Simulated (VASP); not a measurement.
# W (P1) in VASP: further runs

The runs below take W through single point, with PBEsol.

Program: VASP 6.6.1. These are calculated values, not measurements. Logs are shortened: lines on timing, memory, paths and dates and some standing lists are left out, and cuts for length are marked.

## Step 1: The cell of the first run

The typed cell holds 4 atoms: a = 2.810 Å, b = 4.864 Å, c = 4.924 Å, α = 90.00°, β = 90.00°, γ = 90.00°.

## Step 2: Single point, PBEsol

File INCAR:

```
PREC = Accurate
ENCUT = 520
EDIFF = 1E-7
ISMEAR = -1
SIGMA = 0.1
LREAL = False
LASPH = True
NELM = 60
ALGO = Normal
ISIF = 2
LWAVE = False
LCHARG = False
GGA = PS
NBANDS = 36
```

File KPOINTS:

```
regular mesh
0
Gamma
  8 5 4
```

File POSCAR:

```
W
1.0
    2.8096620000      0.0000000000      0.0000000000
    0.0000000000      4.8638700000      0.0000000000
    0.0000000000      0.0000000000      4.9236950000
W
4
Direct
    0.7931720000      0.5631570000      0.2500000000
    0.2068280000      0.0631570000      0.2500000000
    0.2068280000      0.4368430000      0.7398450249
    0.7931720000      0.9368430000      0.7500000000
```

Potentials or basis: VASP PAW PBE potentials, release 64 (W_sv).

The run is started by

```console
cat potpaw_PBE.64/W_sv/POTCAR > POTCAR
mpirun -np 1 vasp_std > vasp.out
```

OUTCAR:

```text
PREC = Accurate
   ENCUT = 520
   EDIFF = 1E-7
   ISMEAR = -1
   LREAL = False
   LASPH = True
   NELM = 60
   ISIF = 2
   GGA = PS

 ion  position               nearest neighbor table
   1  0.793  0.563  0.250-   2 2.70   2 2.70   3 2.75   3 2.84   2 2.94   2 2.94   3 2.98   4 3.06
                             4 3.06   3 3.07
   2  0.207  0.063  0.250-   1 2.70   1 2.70   4 2.79   4 2.79   1 2.94   1 2.94   3 3.02   4 3.03
                             4 3.03   3 3.10
   3  0.207  0.437  0.740-   4 2.70   4 2.70   1 2.75   1 2.84   4 2.94   4 2.94   1 2.98   2 3.02
                             1 3.07   2 3.10
   4  0.793  0.937  0.750-   3 2.70   3 2.70   2 2.79   2 2.79   3 2.94   3 2.94   2 3.03   2 3.03
                             1 3.06   1 3.06

  LATTYP: Found a simple orthorhombic cell.
 ALAT       =     2.8096620000
 B/A-ratio  =     1.7311228183
 C/A-ratio  =     1.7524154151

  Lattice vectors:

 A1 = (   2.8096620000,   0.0000000000,   0.0000000000)
 A2 = (   0.0000000000,   4.8638700000,   0.0000000000)
 A3 = (   0.0000000000,   0.0000000000,   4.9236950000)

Analysis of symmetry for initial positions (statically):
=====================================================================
 Subroutine PRICEL returns:
 Original cell was already a primitive cell.

 Routine SETGRP: Setting up the symmetry group for a
 simple orthorhombic supercell.

 Subroutine GETGRP returns: Found  1 space group operations
 (whereof  1 operations were pure point group operations)
 out of a pool of  8 trial point group operations.

The static configuration has the point symmetry C_1 .

Analysis of symmetry for dynamics (positions and initial velocities):
=====================================================================
 Subroutine PRICEL returns:
 Original cell was already a primitive cell.

 Routine SETGRP: Setting up the symmetry group for a
 simple orthorhombic supercell.

 Subroutine GETGRP returns: Found  1 space group operations
 (whereof  1 operations were pure point group operations)
 out of a pool of  8 trial point group operations.

The dynamic configuration has the point symmetry C_1 .

 Subroutine INISYM returns: Found  1 space group operations
 (whereof  1 operations are pure point group operations),
 and found     1 'primitive' translations

----------------------------------------------------------------------------------------

                                     Primitive cell

  volume of cell :      67.2864

  direct lattice vectors                    reciprocal lattice vectors
     2.809662000  0.000000000  0.000000000     0.355914697  0.000000000  0.000000000
     0.000000000  4.863870000  0.000000000     0.000000000  0.205597600  0.000000000
     0.000000000  0.000000000  4.923695000     0.000000000  0.000000000  0.203099501

  length of vectors
     2.809662000  4.863870000  4.923695000     0.355914697  0.205597600  0.203099501

  position of ions in fractional coordinates (direct lattice)
     0.793172000  0.563157000  0.250000000
     0.206828000  0.063157000  0.250000000
     0.206828000  0.436843000  0.739845025
     0.793172000  0.936843000  0.750000000

  ion indices of the primitive-cell ions
   primitive index   ion index
                 1           1
                 2           2
                 3           3
                 4           4

----------------------------------------------------------------------------------------

 KPOINTS: regular mesh

Automatic generation of k-mesh.
 Grid dimensions read from file:
 generate k-points for:    8    5    4

 Generating k-lattice:

  Cartesian coordinates                     Fractional coordinates (reciprocal lattice)
     0.044489337  0.000000000  0.000000000     0.125000000  0.000000000  0.000000000
     0.000000000  0.041119520  0.000000000     0.000000000  0.200000000  0.000000000
     0.000000000  0.000000000  0.050774875     0.000000000  0.000000000  0.250000000

  Length of vectors
     0.044489337  0.041119520  0.050774875

  Shift w.r.t. Gamma in fractional coordinates (k-lattice)
     0.000000000  0.000000000  0.000000000

 Subroutine IBZKPT returns following result:
 ===========================================

 Found     82 irreducible k-points:

 Following reciprocal coordinates:
            Coordinates               Weight
  0.000000  0.000000  0.000000      1.000000
  0.125000  0.000000  0.000000      2.000000
  0.250000  0.000000  0.000000      2.000000
  0.375000  0.000000  0.000000      2.000000
  0.500000  0.000000  0.000000      1.000000
  0.000000  0.200000  0.000000      2.000000
[... 16 lines left out ...]
  0.125000  0.000000  0.250000      2.000000
  0.125000  0.000000 -0.250000      2.000000
 [... further k-points ...]
   k-points           NKPTS =     82   k-points in BZ     NKDIM =     82   number of bands    NBANDS=     36
   number of dos      NEDOS =    301   number of ions     NIONS =      4
   total plane-waves  NPLWV =  34560
   dimension x,y,z NGX =    24 NGY =   36 NGZ =   40
   dimension x,y,z NGXF=    48 NGYF=   72 NGZF=   80
   ions per type =               4
   NGX,Y,Z   is equivalent  to a cutoff of  14.20, 12.30, 13.51 a.u.
   NGXF,Y,Z  is equivalent  to a cutoff of  28.40, 24.61, 27.01 a.u.
 SYSTEM =  unknown system
   PREC   = accura    normal or accurate (medium, high low for compatibility)
   ISTART =      0    job   : 0-new  1-cont  2-samecut
   ICHARG =      2    charge: 1-file 2-atom 10-const
   ISPIN  =      1    spin polarized calculation?
   LNONCOLLINEAR =      F non collinear calculations
   LSORBIT =      F    spin-orbit coupling
   LASPH  =      T    aspherical Exc in radial PAW
   ENCUT  =  520.0 eV  38.22 Ry    6.18 a.u.   5.22  9.04  9.15*2*pi/ulx,y,z
   NELM   =     60;   NELMIN=  2; NELMDL= -5     # of ELM steps
   EDIFF  = 0.1E-06   stopping-criterion for ELM
   LREAL  =      F    real-space projection
   EDIFFG = 0.1E-05   stopping-criterion for IOM
   NSW    =      0    number of steps for IOM
   IBRION =     -1    ionic relax: 0-MD 1-quasi-New 2-CG
   NFREE  =      0    steps in history (QN), initial steepest desc. (CG)
   ISIF   =      2    stress and relaxation
   ISYM   =      2    0-nonsym 1-usesym 2-fastsym
   POTIM  = 0.5000    time-step for ionic-motion
   TEBEG  =    0.0;   TEEND  =   0.0 temperature during run
   PSTRESS=    0.0 pullay stress
   NELECT =      56.0000    total number of electrons
   NUPDOWN=      -1.0000    fix difference up-down
   EMIN   =  10.00;   EMAX   =-10.00  energy-range for DOS
   EFERMI =   0.00;   METHOD = LEGACY
   ISMEAR =    -1;   SIGMA  =   0.10  broadening in eV -4-tet -1-fermi 0-gaus
   EFERMI_NEDOS =   21; number of points for ismear=-14 and -15
   IALGO  =     38    algorithm
   IMIX   =      4    mixing-type and parameters
     AMIX     =   0.40;   BMIX     =  1.00
     AMIX_MAG =   1.60;   BMIX_MAG =  1.00
  volume/ion in A,a.u.               =      16.82       113.52
  Fermi-wavevector in a.u.,A,eV,Ry     =   1.539909  2.910006 32.263772  2.371320
  Thomas-Fermi vector in A             =   2.646071
   LORBIT       =      0    0 simple, 1 ext, 2 COOP (PROOUT), +10 PAW based schemes
   GGA     = PS    functional components
   LHFCALC =     F    Hartree Fock is set to
   AEXX    =    0.0000 exact exchange contribution
   IVDW    =     0    specifies the selected vdW correction
   LEPSILON=     F    determine dielectric tensor
   LRPA    =     F    only Hartree local field effects (RPA)
 non-spin polarized calculation
  energy-cutoff  :      520.00
  volume of cell :       67.29
 maximum number of plane-waves:      1828
 NGX is ok and might be reduce to    24
   NGX = 11   NGY = 19   NGZ = 19

 number of electron      56.0000010 magnetization

 Free energy of the ion-electron system (eV)
  ---------------------------------------------------
  ext. energy  EPLUGINS =         0.00000000
  ---------------------------------------------------
  free energy    TOTEN  =       -53.11676404 eV

  energy without entropy =      -52.98918928  energy(sigma->0) =      -53.05297666

 E-fermi :  10.1201     XC(G=0): -13.3974

 val. band max:       10.1080022437   @ k =   0.2500  -0.4000  -0.2500
 cond. band min:      10.1216420785   @ k =   0.3750  -0.4000  -0.2500
 fundamental gap:      0.0136398348
 Fermi energy:        10.1200601984

 k-point     1 :       0.0000    0.0000    0.0000
  band No.  band energies     occupation
      1     -63.6720      2.00000
      2     -63.5943      2.00000
      3     -63.5618      2.00000
      4     -63.5126      2.00000
      5     -28.4460      2.00000
      6     -28.3954      2.00000
[... 28 lines left out ...]
     35      14.2400      0.00000
     36      14.6331      0.00000

 k-point     2 :       0.1250    0.0000    0.0000
  band No.  band energies     occupation
      1     -63.6613      2.00000
      2     -63.5872      2.00000
      3     -63.5564      2.00000
      4     -63.5109      2.00000
      5     -28.4033      2.00000
      6     -28.3573      2.00000
[... 28 lines left out ...]
     35      13.6530      0.00000
     36      14.1047      0.00000

 k-point     3 :       0.2500    0.0000    0.0000
  band No.  band energies     occupation
      1     -63.6339      2.00000
      2     -63.5697      2.00000
      3     -63.5437      2.00000
      4     -63.5080      2.00000
      5     -28.2899      2.00000
      6     -28.2560      2.00000
[... 28 lines left out ...]
     35      13.2412      0.00000
     36      13.8899      0.00000

 k-point     4 :       0.3750    0.0000    0.0000
  band No.  band energies     occupation
      1     -63.6033      2.00000
      2     -63.5516      2.00000
      3     -63.5315      2.00000
      4     -63.5083      2.00000
      5     -28.1661      2.00000
      6     -28.1364      2.00000
[... 28 lines left out ...]
     35      13.5451      0.00000
     36      13.9115      0.00000

 k-point     5 :       0.5000    0.0000    0.0000
  band No.  band energies     occupation
      1     -63.5888      2.00000
      2     -63.5438      2.00000
      3     -63.5268      2.00000
      4     -63.5101      2.00000
      5     -28.1571      2.00000
      6     -28.1286      2.00000
[... 655 lines left out ...]
 k-point    22 :       0.0000    0.0000    0.2500
  band No.  band energies     occupation
      1     -63.6608      2.00000
      2     -63.6057      2.00000
      3     -63.5547      2.00000
      4     -63.5197      2.00000
      5     -28.4557      2.00000
      6     -28.3360      2.00000
[... 28 lines left out ...]
     35      13.7872      0.00000
     36      14.0954      0.00000

 k-point    23 :       0.1250    0.0000    0.2500
  band No.  band energies     occupation
      1     -63.6506      2.00000
      2     -63.5980      2.00000
      3     -63.5498      2.00000
      4     -63.5175      2.00000
      5     -28.4123      2.00000
      6     -28.2973      2.00000
[... 28 lines left out ...]
     35      13.6455      0.00000
     36      13.8438      0.00000

 k-point    24 :       0.1250    0.0000   -0.2500
  band No.  band energies     occupation
      1     -63.6506      2.00000
      2     -63.5980      2.00000
      3     -63.5498      2.00000
      4     -63.5175      2.00000
      5     -28.4121      2.00000
      6     -28.2977      2.00000
[... 28 lines left out ...]
     35      13.5941      0.00000
     36      13.8299      0.00000

 [... further k-points ...]

------------------------ aborting loop because EDIFF is reached ----------------------------------------

  FORCE on cell =-STRESS in cart. coord.  units (eV):
  Direction    XX          YY          ZZ          XY          YZ          ZX
  --------------------------------------------------------------------------------------
  -------------------------------------------------------------------------------------
  Total       -4.6971486     -4.0249807     -4.0173059      0.0050366      0.1826743     -0.2961024
  in kB     -111.8452919    -95.8400878    -95.6573403      0.1199284      4.3497151     -7.0505888
  external PRESSURE =    -101.1142400 kB  Pullay stress =       0.0000000 kB

 VOLUME and BASIS-vectors are now :
 -----------------------------------------------------------------------------
  energy-cutoff  :      520.00
  volume of cell :       67.29
      direct lattice vectors                 reciprocal lattice vectors
     2.809662000  0.000000000  0.000000000     0.355914697  0.000000000  0.000000000
     0.000000000  4.863870000  0.000000000     0.000000000  0.205597600  0.000000000
     0.000000000  0.000000000  4.923695000     0.000000000  0.000000000  0.203099501

 POSITION                                       TOTAL-FORCE (eV/Angst)
 -----------------------------------------------------------------------------------
      2.22855      2.73912      1.23092        -0.071456     -0.027091     -0.390038
      0.58112      0.30719      1.23092         0.076394     -0.034095     -0.210382
      0.58112      2.12475      3.64277         0.069092      0.035875      0.526167
      2.22855      4.55668      3.69277        -0.074030      0.025311      0.074252
 -----------------------------------------------------------------------------------
    total drift:                                0.000027      0.000005     -0.000063

  FREE ENERGIE OF THE ION-ELECTRON SYSTEM (eV)
  ---------------------------------------------------
  free  energy   TOTEN  =       -53.1167640432 eV

  energy  without entropy=      -52.9891892793  energy(sigma->0) =      -53.05297666
```

It took 71 s on 1 thread of Intel Xeon 6975P-C (Granite Rapids), shared host; peak memory 0.27 GiB.

What came out:

```
Free energy            : -53.1168 eV
Pressure               : -10.1 GPa
Largest force          : 0.532 eV/Å
Band gap on the k mesh : zero (band 28 reaches 10.98 eV, above the bottom of band 29 at 9.83 eV)
```

Forces on the atoms (eV/Å):
```
W   -0.071 -0.027 -0.390
W    0.076 -0.034 -0.210
W    0.069  0.036  0.526
W   -0.074  0.025  0.074
```

Levels at points of the mesh, in eV from the Fermi level:
```tsv
k point	band 25	band 26	band 27	band 28	band 29	band 30	band 31	band 32
(0.00, 0.00, 0.00)	-0.46	-0.39	-0.32	-0.30	-0.24	-0.13	0.56	1.56
(0.50, 0.00, 0.00)	-1.81	-1.74	-1.28	-1.00	0.06	0.29	0.56	2.94
(0.00, 0.00, 0.50)	-0.79	-0.79	-0.13	-0.10	0.69	0.70	1.70	1.89
(0.50, 0.00, 0.50)	-1.74	-1.74	-1.01	-0.96	0.62	0.77	1.09	1.21
```

Caveat: the PAW data sets were made with another functional, which shifts forces and pressure a little; spin-orbit coupling is left out, which moves the levels of the heavy elements.

## Step 3: Single point, PBEsol

File INCAR:

```
SYSTEM = W
PREC = Accurate
ENCUT = 520
EDIFF = 1E-6
ISMEAR = -1
SIGMA = 0.1
LREAL = .FALSE.
LASPH = .TRUE.
NELM = 80
ALGO = Normal
ISIF = 2
LWAVE = .FALSE.
LCHARG = .TRUE.
GGA = PS
LELF = .TRUE.
LVHAR = .TRUE.
NBANDS = 36
```

File KPOINTS:

```
Automatic mesh
0
G
  8 5 4
  0 0 0
```

Changes to POSCAR since step 2:

```diff
@@ -10,3 +10,3 @@
     0.2068280000      0.0631570000      0.2500000000
-    0.2068280000      0.4368430000      0.7398450249
+    0.2068280000      0.4368430000      0.7601549751
     0.7931720000      0.9368430000      0.7500000000
```

Potentials or basis: VASP PAW PBE potentials, release 64 (W_sv).

The run is started by

```console
cat potpaw_PBE.64/W_sv/POTCAR > POTCAR
mpirun -np 1 vasp_std > vasp.out
```

Run time: 64 s. Hardware: 1 thread of Intel Xeon 6975P-C (Granite Rapids), shared host; peak memory 0.27 GiB.

The run converged. Its results:

```yaml
Free_energy: -53.1168 eV
Pressure: -10.2 GPa
Largest_force: 0.532 eV/Å
Band_gap_on_the_k_mesh: zero (band 28 reaches 10.98 eV, above the bottom of band 29 at 9.83 eV)
```

Forces in eV/Å, atoms in the order of the input:
```
W   -0.071 -0.027  0.390
W    0.076 -0.034  0.210
W    0.069  0.036 -0.526
W   -0.074  0.025 -0.074
```

Stress tensor (GPa, compression positive):
```
-11.24   0.01   0.71
  0.01  -9.65  -0.44
  0.71  -0.44  -9.62
```

Levels at points of the mesh, in eV from the Fermi level:
```
           k point  band 24  band 25  band 26  band 27  band 28  band 29  band 30  band 31  band 32  band 33
(0.00, 0.00, 0.00)    -0.57    -0.46    -0.39    -0.32    -0.30    -0.24    -0.13     0.56     1.56     2.44
(0.50, 0.00, 0.00)    -2.27    -1.81    -1.74    -1.28    -1.00     0.06     0.29     0.56     2.94     3.07
(0.00, 0.00, 0.50)    -2.02    -0.79    -0.79    -0.13    -0.10     0.69     0.70     1.70     1.89     3.16
(0.50, 0.00, 0.50)    -2.28    -1.74    -1.74    -1.01    -0.96     0.62     0.77     1.09     1.21     3.92
```

Caveat: the PAW data sets were made with another functional, which shifts forces and pressure a little; spin-orbit coupling is left out, which moves the levels of the heavy elements.

## Step 4: Single point, PBEsol

File INCAR:

```
PREC = Accurate ; ENCUT = 520
EDIFF = 1E-6 ; ISMEAR = -1
SIGMA = 0.1 ; LREAL = False
LASPH = True ; NELM = 80
ALGO = Normal ; ISIF = 2
LWAVE = False ; LCHARG = False
GGA = PS ; NBANDS = 36
```

File KPOINTS:

```
regular mesh
0
Gamma
  8 5 4
```

Changes to POSCAR since step 3:

```diff
@@ -10,3 +10,3 @@
     0.2068280000      0.0631570000      0.2500000000
-    0.2068280000      0.4368430000      0.7601549751
+    0.2068280000      0.4368430000      0.7703099501
     0.7931720000      0.9368430000      0.7500000000
```

The run is started by

```console
cat potpaw_PBE.64/W_sv/POTCAR > POTCAR
mpirun -np 1 vasp_std > vasp.out
```

It took 67 s on 1 thread of Intel Xeon 6975P-C (Granite Rapids), shared host; peak memory 0.27 GiB.

Results (log left out):

```yaml
Free_energy: -53.0775 eV
Pressure: -9.8 GPa
Largest_force: 1.046 eV/Å
Band_gap_on_the_k_mesh: zero (band 28 reaches 10.99 eV, above the bottom of band 29 at 9.80 eV)
```

Forces in eV/Å, atoms in the order of the input:
```
W   -0.075 -0.022  0.778
W    0.094 -0.051  0.417
W    0.066  0.057 -1.042
W   -0.085  0.016 -0.152
```

Stress tensor (GPa, compression positive):
```
-10.75   0.05   1.37
  0.05  -9.36  -0.83
  1.37  -0.83  -9.22
```

Levels at points of the mesh, in eV from the Fermi level:
```csv
k point,band 25,band 26,band 27,band 28,band 29,band 30,band 31,band 32
"(0.00, 0.00, 0.00)",-0.51,-0.43,-0.32,-0.25,-0.17,-0.10,0.57,1.56
"(0.50, 0.00, 0.00)",-1.79,-1.73,-1.33,-0.92,-0.02,0.40,0.60,2.93
"(0.00, 0.00, 0.50)",-0.81,-0.80,-0.15,-0.08,0.70,0.73,1.61,1.97
"(0.50, 0.00, 0.50)",-1.73,-1.72,-1.03,-0.92,0.53,0.82,1.09,1.32
```

Caveat: the PAW data sets were made with another functional, which shifts forces and pressure a little; spin-orbit coupling is left out, which moves the levels of the heavy elements.
